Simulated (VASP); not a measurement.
# W3C in VASP: a series of runs

The runs below take W3C through single point, with PBEsol.

Program: VASP 6.6.1. These are calculated values, not measurements. Logs are shortened: lines on timing, memory, paths and dates and some standing lists are left out, and cuts for length are marked.

### 1 The cell of the first run

The cell holds a slab with vacuum, 4 atoms: a = 2.732 Å, b = 2.732 Å, c = 21.316 Å, α = 90.00°, β = 90.00°, γ = 109.47°.

### 2 Single point, PBEsol

Contents of INCAR:

```
SYSTEM = W3C
PREC = Accurate ; ENCUT = 520
EDIFF = 1E-7 ; ISMEAR = 0
SIGMA = 0.1 ; LREAL = .FALSE.
LASPH = .TRUE. ; NELM = 80
ALGO = Normal ; ISIF = 2
LWAVE = .FALSE. ; LCHARG = .FALSE.
LDIPOL = .TRUE. ; IDIPOL = 3
DIPOL = 0.5 0.5 0.330 ; GGA = PS
NBANDS = 31
```

Contents of KPOINTS:

```
regular mesh
0
G
  10 10 1
  0 0 0
```

Contents of POSCAR:

```
W3C
1.0
    2.7317561349      0.0000000000      0.0000000000
   -0.9105853783      2.5755243833      0.0000000000
    0.0000000000      0.0000000000     21.3158546942
W C
3 1
Direct
    0.5000000000      0.5000000000      0.1876537468
    0.0000000000      0.0000000000      0.2888907691
    0.5000000000      0.5000000000      0.3901253228
    1.0000000000      1.0000000000      0.4534584624
```

Potentials or basis: VASP PAW PBE potentials, release 64 (W_sv, C).

Started as:

```console
> cat potpaw_PBE.64/W_sv/POTCAR potpaw_PBE.64/C/POTCAR > POTCAR
> mpirun -np 1 vasp_std > vasp.out
```

OUTCAR:

```text
SYSTEM = W3C
   PREC = Accurate
   ENCUT = 520
   EDIFF = 1E-7
   ISMEAR = 0
   LREAL = .FALSE.
   LASPH = .TRUE.
   NELM = 80
   ISIF = 2
   GGA = PS

 ion  position               nearest neighbor table
   1  0.500  0.500  0.188-   2 2.67   2 2.67   2 3.10   2 3.10
   2  0.000  0.000  0.289-   3 2.67   3 2.67   1 2.67   1 2.67   3 3.10   3 3.10   1 3.10   1 3.10

   3  0.500  0.500  0.390-   4 2.08   4 2.08   4 2.61   4 2.61   2 2.67   2 2.67   2 3.10   2 3.10

   4  0.000  0.000  0.453-   3 2.08   3 2.08   3 2.61   3 2.61

  LATTYP: Found a base centered orthorhombic cell.
 ALAT       =     3.1543602796
 B/A-ratio  =     1.4142135624
 C/A-ratio  =     6.7575840439

  Lattice vectors:

 A1 = (   2.7317561349,   0.0000000000,   0.0000000000)
 A2 = (  -0.9105853783,   2.5755243833,   0.0000000000)
 A3 = (   0.0000000000,   0.0000000000,  21.3158546942)

Analysis of symmetry for initial positions (statically):
=====================================================================
 Subroutine PRICEL returns:
 Original cell was already a primitive cell.

 Routine SETGRP: Setting up the symmetry group for a
 base centered orthorhombic supercell.

 Subroutine GETGRP returns: Found  4 space group operations
 (whereof  4 operations were pure point group operations)
 out of a pool of  8 trial point group operations.

The static configuration has the point symmetry C_2v.

Analysis of symmetry for dynamics (positions and initial velocities):
=====================================================================
 Subroutine PRICEL returns:
 Original cell was already a primitive cell.

 Routine SETGRP: Setting up the symmetry group for a
 base centered orthorhombic supercell.

 Subroutine GETGRP returns: Found  4 space group operations
 (whereof  4 operations were pure point group operations)
 out of a pool of  8 trial point group operations.

The dynamic configuration has the point symmetry C_2v.

 Subroutine INISYM returns: Found  4 space group operations
 (whereof  4 operations are pure point group operations),
 and found     1 'primitive' translations

----------------------------------------------------------------------------------------

                                     Primitive cell

  volume of cell :     149.9721

  direct lattice vectors                    reciprocal lattice vectors
[... 96 lines left out ...]
   NFREE  =      0    steps in history (QN), initial steepest desc. (CG)
   ISIF   =      2    stress and relaxation
   ISYM   =      2    0-nonsym 1-usesym 2-fastsym
   POTIM  = 0.5000    time-step for ionic-motion
   TEBEG  =    0.0;   TEEND  =   0.0 temperature during run
   PSTRESS=    0.0 pullay stress
   NELECT =      46.0000    total number of electrons
   NUPDOWN=      -1.0000    fix difference up-down
   EMIN   =  10.00;   EMAX   =-10.00  energy-range for DOS
   EFERMI =   0.00;   METHOD = LEGACY
   ISMEAR =     0;   SIGMA  =   0.10  broadening in eV -4-tet -1-fermi 0-gaus
   EFERMI_NEDOS =   21; number of points for ismear=-14 and -15
   IALGO  =     38    algorithm
   IMIX   =      4    mixing-type and parameters
     AMIX     =   0.40;   BMIX     =  1.00
     AMIX_MAG =   1.60;   BMIX_MAG =  1.00
  volume/ion in A,a.u.               =      37.49       253.02
  Fermi-wavevector in a.u.,A,eV,Ry     =   1.104055  2.086361 16.584647  1.218937
  Thomas-Fermi vector in A             =   2.240522
   LORBIT       =      0    0 simple, 1 ext, 2 COOP (PROOUT), +10 PAW based schemes
   GGA     = PS    functional components
   LHFCALC =     F    Hartree Fock is set to
   AEXX    =    0.0000 exact exchange contribution
   IVDW    =     0    specifies the selected vdW correction
   LEPSILON=     F    determine dielectric tensor
   LRPA    =     F    only Hartree local field effects (RPA)
 non-spin polarized calculation
 Gauss-broadening in eV      SIGMA  =   0.10
  energy-cutoff  :      520.00
  volume of cell :      149.97
 maximum number of plane-waves:      4078
   NGX = 11   NGY = 11   NGZ = 79

 dipolmoment           0.000000      0.000000     -0.033727 electrons x Angstroem

 number of electron      46.0000009 magnetization

 dipolmoment           0.000000      0.000000      0.076776 electrons x Angstroem

 Free energy of the ion-electron system (eV)
  ---------------------------------------------------
  ext. energy  EPLUGINS =         0.00000000
  ---------------------------------------------------
  free energy    TOTEN  =       -46.03846229 eV

  energy without entropy =      -46.02011959  energy(sigma->0) =      -46.02929094

 E-fermi :   0.1043     XC(G=0):  -5.7347

 val. band max:        0.0601681661   @ k =  -0.2000   0.2000   0.0000
 cond. band min:       0.1156826891   @ k =  -0.1000   0.1000   0.0000
 fundamental gap:      0.0555145230
 Fermi energy:         0.1043462981

 k-point     1 :       0.0000    0.0000    0.0000
  band No.  band energies     occupation
      1     -74.1610      2.00000
      2     -74.0526      2.00000
      3     -73.8799      2.00000
      4     -38.9451      2.00000
      5     -38.3982      2.00000
      6     -38.1505      2.00000
[... 805 lines left out ...]
     30       4.4346      0.00000
     31       5.5050      0.00000

 [... further k-points ...]

------------------------ aborting loop because EDIFF is reached ----------------------------------------

 vacuum level on the upper side and lower side of the slab       (xc-potential included)         0.950        -0.979

  FORCE on cell =-STRESS in cart. coord.  units (eV):
  Direction    XX          YY          ZZ          XY          YZ          ZX
  --------------------------------------------------------------------------------------
  -------------------------------------------------------------------------------------
  Total       -0.1009759     -1.0728103      1.1070178     -1.3743814      0.0000000      0.0000000
  in kB       -1.0787432    -11.4610175     11.8264625    -14.6827532      0.0000000      0.0000000
  external PRESSURE =      -0.2377660 kB  Pullay stress =       0.0000000 kB

 VOLUME and BASIS-vectors are now :
 -----------------------------------------------------------------------------
  energy-cutoff  :      520.00
  volume of cell :      149.97
      direct lattice vectors                 reciprocal lattice vectors
     2.731756135  0.000000000  0.000000000     0.366064887  0.129423482  0.000000000
    -0.910585378  2.575524383  0.000000000     0.000000000  0.388270446  0.000000000
     0.000000000  0.000000000 21.315854694     0.000000000  0.000000000  0.046913437

 POSITION                                       TOTAL-FORCE (eV/Angst)
 -----------------------------------------------------------------------------------
      0.91059      1.28776      4.00000        -0.000000      0.000000     -0.098655
      0.00000      0.00000      6.15795        -0.000000      0.000000     -1.107234
      0.91059      1.28776      8.31585         0.000000      0.000000      2.446218
      0.00000      0.00000      9.66585         0.000000      0.000000     -1.240329
 -----------------------------------------------------------------------------------
    total drift:                                0.000000      0.000000     -0.000198

  FREE ENERGIE OF THE ION-ELECTRON SYSTEM (eV)
  ---------------------------------------------------
  free  energy   TOTEN  =       -46.0384622894 eV

  energy  without entropy=      -46.0201195873  energy(sigma->0) =      -46.02929094

 vacuum level on the upper side and lower side of the slab         7.036         4.997
```

stdout:

```text
POSCAR found type information on POSCAR W C
 POSCAR found :  2 types and       4 ions
 scaLAPACK will be used
 -----------------------------------------------------------------------------
|                                                                             |
|                                                                             |
|     You enforced a specific xc type in the INCAR file but a different       |
|     I HOPE YOU KNOW WHAT YOU ARE DOING!                                     |
|                                                                             |
 -----------------------------------------------------------------------------

 LDA part: xc-table for (Slater+PW92), standard interpolation
 POSCAR, INCAR and KPOINTS ok, starting setup
 FFT: planning ... GRIDC
 FFT: planning ... GRID_SOFT
 FFT: planning ... GRID
 WAVECAR not read
 entering main loop
```

Wall time 4.6 min (1 thread of Intel Xeon Platinum 8259CL at 2.50GHz (Skylake/Cascade Lake), shared host); peak memory 0.31 GiB.

What came out:

```yaml
Free_energy: -46.0385 eV
Largest_force: 2.446 eV/Å
Band_gap_on_the_k_mesh: zero (bands 23 and 24 overlap by 1.56 eV)
```

Forces on the atoms (eV/Å):
```
W    0.000  0.000 -0.099
W    0.000  0.000 -1.107
W    0.000  0.000  2.446
C    0.000  0.000 -1.240
```

Levels at points of the mesh, in eV from the Fermi level:
| k point | band 21 | band 22 | band 23 | band 24 | band 25 | band 26 |
| --- | --- | --- | --- | --- | --- | --- |
| (0.00, 0.00, 0.00) | -1.56 | -1.32 | -0.36 | 0.14 | 0.17 | 1.64 |
| (0.50, 0.00, 0.00) | -1.31 | -0.40 | 0.63 | 1.57 | 1.60 | 1.83 |
| (0.50, 0.50, 0.00) | -2.05 | 0.63 | 0.98 | 1.30 | 1.51 | 3.11 |

Caveat: the PAW data sets were made with another functional, which shifts forces and pressure a little; spin-orbit coupling is left out, which moves the levels of the heavy elements.

### 3 Single point, PBEsol

Contents of INCAR:

```
  PREC = Accurate
  ENCUT = 520
  EDIFF = 1E-6
  ISMEAR = 0
  SIGMA = 0.1
  LREAL = False
  LASPH = True
  NELM = 60
  ALGO = Normal
  ISIF = 2
  LWAVE = False
  LCHARG = False
  LDIPOL = True
  IDIPOL = 3
  DIPOL = 0.5 0.5 0.339
  GGA = PS
  NBANDS = 31
```

Contents of KPOINTS:

```
regular mesh
0
Gamma
  10 10 1
```

POSCAR: that of step 2 with these lines changed.

```diff
@@ -11,2 +11,2 @@
     0.5000000000      0.5000000000      0.3901253228
-    1.0000000000      1.0000000000      0.4534584624
+    1.0000000000      1.0000000000      0.4905200774
```

Potentials or basis: VASP PAW PBE potentials, release 64 (W_sv, C).

Started as:

```console
> cat potpaw_PBE.64/W_sv/POTCAR potpaw_PBE.64/C/POTCAR > POTCAR
> mpirun -np 1 vasp_std > vasp.out
```

OUTCAR:

```text
PREC = Accurate
   ENCUT = 520
   EDIFF = 1E-6
   ISMEAR = 0
   LREAL = False
   LASPH = True
   NELM = 60
   ISIF = 2
   GGA = PS

 ion  position               nearest neighbor table
   1  0.500  0.500  0.188-   2 2.67   2 2.67   2 3.10   2 3.10
   2  0.000  0.000  0.289-   3 2.67   3 2.67   1 2.67   1 2.67   3 3.10   3 3.10   1 3.10   1 3.10

   3  0.500  0.500  0.390-   4 2.66   4 2.66   2 2.67   2 2.67   2 3.10   2 3.10
   4  0.000  0.000  0.491-   3 2.66   3 2.66

  LATTYP: Found a base centered orthorhombic cell.
 ALAT       =     3.1543602796
 B/A-ratio  =     1.4142135624
 C/A-ratio  =     6.7575840439

  Lattice vectors:

 A1 = (   2.7317561349,   0.0000000000,   0.0000000000)
 A2 = (  -0.9105853783,   2.5755243833,   0.0000000000)
 A3 = (   0.0000000000,   0.0000000000,  21.3158546942)

Analysis of symmetry for initial positions (statically):
=====================================================================
 Subroutine PRICEL returns:
 Original cell was already a primitive cell.

 Routine SETGRP: Setting up the symmetry group for a
 base centered orthorhombic supercell.

 Subroutine GETGRP returns: Found  4 space group operations
 (whereof  4 operations were pure point group operations)
[... 178 lines left out ...]

 k-point     1 :       0.0000    0.0000    0.0000
  band No.  band energies     occupation
      1     -73.9874      2.00000
      2     -73.7938      2.00000
      3     -73.6274      2.00000
      4     -38.6533      2.00000
      5     -38.1224      2.00000
      6     -37.8759      2.00000
[... 805 lines left out ...]
     30       4.2218      0.00000
     31       4.3492      0.00000

 [... further k-points ...]

------------------------ aborting loop because EDIFF is reached ----------------------------------------

 vacuum level on the upper side and lower side of the slab       (xc-potential included)         0.667        -0.999

  FORCE on cell =-STRESS in cart. coord.  units (eV):
  Direction    XX          YY          ZZ          XY          YZ          ZX
  --------------------------------------------------------------------------------------
  -------------------------------------------------------------------------------------
  Total       -4.9649020     -5.3277112     -5.7602296     -0.5130897      0.0000000      0.0000000
  in kB      -53.0409037    -56.9168572    -61.5375266     -5.4814260      0.0000000      0.0000000
  external PRESSURE =     -57.1650958 kB  Pullay stress =       0.0000000 kB

 VOLUME and BASIS-vectors are now :
 -----------------------------------------------------------------------------
  energy-cutoff  :      520.00
  volume of cell :      149.97
      direct lattice vectors                 reciprocal lattice vectors
     2.731756135  0.000000000  0.000000000     0.366064887  0.129423482  0.000000000
    -0.910585378  2.575524383  0.000000000     0.000000000  0.388270446  0.000000000
     0.000000000  0.000000000 21.315854694     0.000000000  0.000000000  0.046913437

 POSITION                                       TOTAL-FORCE (eV/Angst)
 -----------------------------------------------------------------------------------
      0.91059      1.28776      4.00000        -0.000000      0.000000      0.053446
      0.00000      0.00000      6.15795         0.000000      0.000000     -0.614208
      0.91059      1.28776      8.31585         0.000000      0.000000      3.748428
      0.00000      0.00000     10.45585        -0.000000      0.000000     -3.187667
 -----------------------------------------------------------------------------------
    total drift:                                0.000000      0.000000     -0.000152

  FREE ENERGIE OF THE ION-ELECTRON SYSTEM (eV)
  ---------------------------------------------------
  free  energy   TOTEN  =       -43.9183385599 eV

  energy  without entropy=      -43.9029399516  energy(sigma->0) =      -43.91063926

 vacuum level on the upper side and lower side of the slab         6.778         5.069
```

OSZICAR:

```text
N       E                     dE             d eps       ncg     rms          rms(c)
DAV:   1     0.503503803760E+03    0.50350E+03   -0.28436E+04  2250   0.141E+03
DAV:   2    -0.261254743305E+02   -0.52963E+03   -0.51632E+03  2256   0.436E+02
DAV:   3    -0.457913844717E+02   -0.19666E+02   -0.18905E+02  2406   0.852E+01
[... 20 lines left out ...]
DAV:  24    -0.439183185450E+02   -0.33398E-04   -0.39832E-06  1800   0.781E-03    0.224E-03
DAV:  25    -0.439183300635E+02   -0.11519E-04   -0.10699E-06  1561   0.527E-03    0.190E-03
DAV:  26    -0.439183356425E+02   -0.55790E-05   -0.37645E-07  1371   0.396E-03    0.813E-04
DAV:  27    -0.439183380785E+02   -0.24359E-05   -0.23697E-07  1232   0.248E-03    0.562E-04
DAV:  28    -0.439183385599E+02   -0.48143E-06   -0.54791E-08  1017   0.144E-03
   1 F= -.43918339E+02 E0= -.43910639E+02  d E =-.153986E-01
```

It took 3.9 min on 1 thread of Intel Xeon Platinum 8259CL at 2.50GHz (Skylake/Cascade Lake), shared host; peak memory 0.3 GiB.

Results:

```yaml
Free_energy: -43.9183 eV
Largest_force: 3.748 eV/Å
Band_gap_on_the_k_mesh: zero (bands 23 and 24 overlap by 1.53 eV)
```

Forces on the atoms (eV/Å):
```
W    0.000  0.000  0.053
W    0.000  0.000 -0.614
W    0.000  0.000  3.748
C    0.000  0.000 -3.188
```

Caveat: the PAW data sets were made with another functional, which shifts forces and pressure a little; spin-orbit coupling is left out, which moves the levels of the heavy elements.
